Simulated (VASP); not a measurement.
# CuAu (P4/mmm) in VASP: notebook, part 2 of 3

VASP 6.6.1. The steps go on from the part before.

### 3 Single point, r2SCANh

This run uses another cell than the first one, of 14.56 Å³/atom.

Input file POSCAR:

```
CuAu
1.0
    2.8107494552      0.0000000000      0.0000000000
    0.0000000000      2.8107494552      0.0000000000
    0.0000000000      0.0000000000      3.6850000000
Au Cu
1 1
Direct
    0.0000000000      0.0000000000      0.0000000000
    0.5000000000      0.5000000000      0.5000000000
```

Input file INCAR.step1:

```
PREC = Accurate
ENCUT = 520
EDIFF = 1E-5
ISMEAR = -1
SIGMA = 0.05
LREAL = F
LASPH = T
NELM = 100
ALGO = Normal
ISIF = 2
LWAVE = T
LCHARG = F
GGA = PE
NBANDS = 18
```

Input file INCAR.step2:

```
PREC = Accurate
ENCUT = 520
EDIFF = 1E-6
ISMEAR = -1
SIGMA = 0.05
LREAL = F
LASPH = T
NELM = 100
ALGO = Normal
ISIF = 2
LWAVE = F
LCHARG = F
METAGGA = R2SCAN
LHFCALC = T
AEXX = 0.1
LMIXTAU = T
PRECFOCK = Normal
ISTART = 1
NBANDS = 18
```

Input file KPOINTS:

```
Automatic mesh
0
Gamma
  5 5 4
```

Potentials or basis: VASP PAW PBE potentials, release 64 (Au, Cu).

The run is started by

```console
cat potpaw_PBE.64/Au/POTCAR potpaw_PBE.64/Cu/POTCAR > POTCAR
cp INCAR.step1 INCAR
mpirun -np 1 vasp_std > vasp.out
cp INCAR.step2 INCAR
mpirun -np 1 vasp_std > vasp.out
```

OUTCAR:

```text
PREC = Accurate
   ENCUT = 520
   EDIFF = 1E-6
   ISMEAR = -1
   LREAL = F
   LASPH = T
   NELM = 100
   ISIF = 2
   METAGGA = R2SCAN
   LHFCALC = T
   AEXX = 0.1
   PRECFOCK = Normal
   ISTART = 1

 ion  position               nearest neighbor table
   1  0.000  0.000  0.000-   2 2.71   2 2.71   2 2.71   2 2.71   2 2.71   2 2.71   2 2.71   2 2.71

   2  0.500  0.500  0.500-   1 2.71   1 2.71   1 2.71   1 2.71   1 2.71   1 2.71   1 2.71   1 2.71

  LATTYP: Found a simple tetragonal cell.
 ALAT       =     2.8107494552
 C/A-ratio  =     1.3110382333

  Lattice vectors:

 A1 = (   2.8107494552,   0.0000000000,   0.0000000000)
 A2 = (   0.0000000000,   2.8107494552,   0.0000000000)
 A3 = (   0.0000000000,   0.0000000000,   3.6850000000)

Analysis of symmetry for initial positions (statically):
=====================================================================
 Subroutine PRICEL returns:
 Original cell was already a primitive cell.

 Routine SETGRP: Setting up the symmetry group for a
 simple tetragonal supercell.

 Subroutine GETGRP returns: Found 16 space group operations
 (whereof 16 operations were pure point group operations)
 out of a pool of 16 trial point group operations.

The static configuration has the point symmetry D_4h.

Analysis of symmetry for dynamics (positions and initial velocities):
=====================================================================
 Subroutine PRICEL returns:
 Original cell was already a primitive cell.

 Routine SETGRP: Setting up the symmetry group for a
 simple tetragonal supercell.

 Subroutine GETGRP returns: Found 16 space group operations
 (whereof 16 operations were pure point group operations)
 out of a pool of 16 trial point group operations.
[... 114 lines left out ...]
     AMIX_MAG =   1.60;   BMIX_MAG =  1.00
  volume/ion in A,a.u.               =      14.56        98.23
  Fermi-wavevector in a.u.,A,eV,Ry     =   1.491152  2.817868 30.253005  2.223533
  Thomas-Fermi vector in A             =   2.603843
   LORBIT       =      0    0 simple, 1 ext, 2 COOP (PROOUT), +10 PAW based schemes
   METAGGA = R2SCAN    functional components
   LHFCALC =     T    Hartree Fock is set to
   PRECFOCK=normal    Normal, Fast or Accurate (Low or Medium for compatibility)
   ENCUT4O =  -1.0   cutoff for four orbital integrals eV
   NKREDX  =     1    reduce k-point grid by
   NKREDY  =     1    reduce k-point grid by
   NKREDZ  =     1    reduce k-point grid by
   AEXX    =    0.1000 exact exchange contribution
   HFSCREEN=    0.0000 screening length (either q_TF or 0.3 A-1)
   HFSCREENC=   0.0000 screening length for correlation (either q_TF or 0.3 A-1)
   ENCUTFOCK=  -1.0 apply spherical cutoff to Coloumb kernel
   IVDW    =     0    specifies the selected vdW correction
   LEPSILON=     F    determine dielectric tensor
   LRPA    =     F    only Hartree local field effects (RPA)
 non-spin polarized calculation
  energy-cutoff  :      520.00
  volume of cell :       29.11
 maximum number of plane-waves:       802
 NGX is ok and might be reduce to    24
  NGX = 16; NGY = 16; NGZ = 24

 number of electron      22.0000010 magnetization

 Free energy of the ion-electron system (eV)
  ---------------------------------------------------
  ext. energy  EPLUGINS =         0.00000000
  ---------------------------------------------------
  free energy    TOTEN  =       -56.65363774 eV

  energy without entropy =      -56.64834220  energy(sigma->0) =      -56.65098997

 E-fermi :   8.7009     XC(G=0): -12.3495

 val. band max:        8.6753659491   @ k =   0.4000   0.2000   0.5000
 cond. band min:       9.2184826646   @ k =   0.4000   0.4000   0.2500
 fundamental gap:      0.5431167156
 Fermi energy:         8.7009004074

 k-point     1 :       0.0000    0.0000    0.0000
  band No.  band energies     occupation
      1      -2.0912      2.00000
      2       0.9737      2.00000
      3       1.1322      2.00000
      4       3.6281      2.00000
      5       3.6281      2.00000
      6       4.7271      2.00000
[... 355 lines left out ...]
      5       4.2781      2.00000
      6       4.3004      2.00000
[... 10 lines left out ...]
     17      20.0210      0.00000
     18      21.6881      0.00000

------------------------ aborting loop because EDIFF is reached ----------------------------------------

  FORCE on cell =-STRESS in cart. coord.  units (eV):
  Direction    XX          YY          ZZ          XY          YZ          ZX
  --------------------------------------------------------------------------------------
  -------------------------------------------------------------------------------------
  Total       -0.0855091     -0.0855091     -0.2341892      0.0000000      0.0000000     -0.0000000
  in kB       -4.7058816     -4.7058816    -12.8883023      0.0000000      0.0000000     -0.0000000
  external PRESSURE =      -7.4333552 kB  Pullay stress =       0.0000000 kB

 VOLUME and BASIS-vectors are now :
 -----------------------------------------------------------------------------
  energy-cutoff  :      520.00
  volume of cell :       29.11
      direct lattice vectors                 reciprocal lattice vectors
     2.810749455  0.000000000  0.000000000     0.355776997  0.000000000  0.000000000
     0.000000000  2.810749455  0.000000000     0.000000000  0.355776997  0.000000000
     0.000000000  0.000000000  3.685000000     0.000000000  0.000000000  0.271370421

 POSITION                                       TOTAL-FORCE (eV/Angst)
 -----------------------------------------------------------------------------------
      0.00000      0.00000      0.00000         0.000000      0.000000      0.000000
      1.40537      1.40537      1.84250         0.000000      0.000000      0.000000
 -----------------------------------------------------------------------------------
    total drift:                               -0.000000     -0.000000      0.000000

  FREE ENERGIE OF THE ION-ELECTRON SYSTEM (eV)
  ---------------------------------------------------
  free  energy   TOTEN  =       -56.6536377389 eV

  energy  without entropy=      -56.6483421954  energy(sigma->0) =      -56.65098997
```

OUTCAR.step1:

```text
PREC = Accurate
   ENCUT = 520
   EDIFF = 1E-5
   ISMEAR = -1
   LREAL = F
[... 593 lines left out ...]
      0.00000      0.00000      0.00000         0.000000      0.000000      0.000000
      1.40537      1.40537      1.84250         0.000000      0.000000      0.000000
 -----------------------------------------------------------------------------------
    total drift:                                0.000000      0.000000     -0.000000

  FREE ENERGIE OF THE ION-ELECTRON SYSTEM (eV)
  ---------------------------------------------------
  free  energy   TOTEN  =        -7.1512416464 eV

  energy  without entropy=       -7.1456591014  energy(sigma->0) =       -7.14845037
```

Run time: 40 min. Hardware: 1 thread of Oxide Virtual Turin-like, shared host; peak memory 0.14 GiB.

Results:

```
Free energy            : -56.6536 eV
Pressure               : -0.7 GPa
Band gap on the k mesh : zero (bands 11 and 12 overlap by 5.56 eV)
```

Caveat: the k points lie up to 0.45 Å⁻¹ apart, too coarse for converged energies and pressures of a metal; the PAW data sets were made with another functional, which shifts forces and pressure a little; spin-orbit coupling is left out, which moves the levels of the heavy elements.

### 4 Single point, HF

This run uses another cell than the first one, of 14.56 Å³/atom.

POSCAR is that of step 3.

Input file INCAR.step1:

```
SYSTEM = CuAu
PREC = Accurate
ENCUT = 520
EDIFF = 1E-5
ISMEAR = -1
SIGMA = 0.05
LREAL = .False.
LASPH = .True.
NELM = 60
ALGO = Normal
ISIF = 2
LWAVE = .True.
LCHARG = .False.
GGA = PE
NBANDS = 18
```

Input file INCAR.step2:

```
SYSTEM = CuAu
PREC = Accurate
ENCUT = 520
EDIFF = 1E-6
ISMEAR = -1
SIGMA = 0.05
LREAL = .False.
LASPH = .True.
NELM = 60
ALGO = Normal
ISIF = 2
LWAVE = .False.
LCHARG = .False.
GGA = PE
LHFCALC = .True.
AEXX = 1.0
ALDAC = 0.0
AGGAC = 0.0
PRECFOCK = Normal
ISTART = 1
NBANDS = 18
```

Input file KPOINTS:

```
regular mesh
0
Gamma
  5 5 4
  0 0 0
```

The run is started by

```console
cat potpaw_PBE.64/Au/POTCAR potpaw_PBE.64/Cu/POTCAR > POTCAR
cp INCAR.step1 INCAR
mpirun -np 1 vasp_std > vasp.out
cp INCAR.step2 INCAR
mpirun -np 1 vasp_std > vasp.out
```

Wall time 47 min (1 thread of Oxide Virtual Turin-like, shared host); peak memory 0.13 GiB.

It converged, with:

```yaml
Free_energy: -7.7719 eV
Pressure: 19.6 GPa
Band_gap_on_the_k_mesh: zero (bands 11 and 12 overlap by 13.26 eV)
```

Stress tensor (GPa, compression positive):
```
19.65  0.00  0.00
 0.00 19.65  0.00
 0.00  0.00 19.52
```

Levels at points of the mesh, in eV from the Fermi level:
```csv
k point,band 8,band 9,band 10,band 11,band 12,band 13,band 14,band 15
"(0.00, 0.00, 0.00)",-9.19,-7.78,-7.44,-7.44,6.11,14.26,16.39,16.39
"(0.00, 0.00, 0.50)",-9.07,-9.07,-8.13,-7.94,-7.37,20.97,21.55,21.55
```

Caveat: the k points lie up to 0.45 Å⁻¹ apart, too coarse for converged energies and pressures of a metal; the PAW data sets were made with another functional, which shifts forces and pressure a little; spin-orbit coupling is left out, which moves the levels of the heavy elements.

(Continued in part 3 of 3.)

The gap in the log of VASP goes by the Fermi energy; the results here count the filled bands.